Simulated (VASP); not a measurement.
Runs of VASP 6.6.1 on CdSe. The structure is that of space group C2 (No. 5), or close to it. The cells are those of the table. 

```tsv
cell	gap on the mesh (eV)	pressure (GPa)	largest force (eV/Å)
a = 4.196, b = 4.303, c = 4.037 Å, angles 60.3, 63.0, 61.6°, 2 atoms	0.39	3.9	0.65
a = 4.636, b = 4.303, c = 4.478 Å, angles 63.7, 56.3, 64.7°, 2 atoms	0.15	-5.1	(d)
a = 4.640, b = 4.307, c = 4.320 Å, angles 65.1, 57.3, 67.1°, 2 atoms	0.27	-4.3	(c)
a = 3.998, b = 4.307, c = 3.677 Å, angles 59.5, 68.1, 62.3°, 2 atoms	(b)	15.0	(a)
```

Alike in all rows: task single point; level PBEsol; potentials or basis VASP PAW PBE potentials, release 64 (Cd, Se); no spin polarisation; k mesh 10 × 10 × 10; cutoff (eV) 520; smearing gaussian 0.05 eV.

Question: Estimate the missing entries.

Answer: (a) 2.24; (b) 0.12; (c) 0.26; (d) 0.11.

Caveats: the PAW data sets were made with another functional, which shifts forces and pressure a little.

A k mesh can miss the band edges, and the runs leave out spin-orbit coupling on Cd, Se.
